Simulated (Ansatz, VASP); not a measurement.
# RbMgSbO3: VASP beside Ansatz

```xyz
6
Lattice="3.1842 1.8384 4.0187 -3.1842 1.8384 4.0187 0.0000 -3.6768 4.0187" Properties=species:S:1:pos:R:3 pbc="T T T"
Rb    0.0000    0.0000   10.5850
Mg    0.0000    0.0000    4.0023
Sb    0.0000    0.0000    6.9381
O     0.0000   -1.7328    7.8567
O     1.5007    0.8664    7.8567
O    -1.5007    0.8664    7.8567
```

Change from the starting cell: strain +0.0300 x Voigt [1, 1, 0, 0, 0, 0], atoms carried along.

Alike in both runs: task single point; functional r2SCAN; k mesh 6 × 6 × 6; occupations gaussian, width 0.05 eV; no spin polarisation.

|  | VASP | Ansatz |
| --- | --- | --- |
| version | VASP 6.6.1 | Ansatz 0.2.0 |
| potentials or method | VASP PAW PBE potentials, release 64 (Rb_sv, Mg, Sb, O), cutoff 520 eV | scalar-relativistic, plane waves, PAW |
| valence electrons in the cell | 34 | 52 |

|  | VASP | Ansatz | Ansatz less VASP |
| --- | --- | --- | --- |
| gap on the k mesh at the Fermi level (eV) | 3.47 | 3.49 | +0.020 |
| least direct gap on the mesh (eV) | 3.50 | 3.52 | +0.016 |
| pressure (GPa) | -4.2 | -4.3 | -0.04 |
| traceless stress, the component that is largest in VASP (GPa) | 2.76 | 2.76 | -0.005 |
| rms of the force components (eV/Å) | 0.278 | 0.328 | +0.0500 |

VASP's potentials were made for PBE, not for r2SCAN. Atom by atom the forces differ by 0.056 eV/Å (rms over components). The functional is the same, so the differences come from potentials, cutoffs and numerics. VASP's potentials hold 34 valence electrons a cell and Ansatz's 52, so a difference there can come from the potentials and not from the codes.

Neither program's run includes spin-orbit coupling.
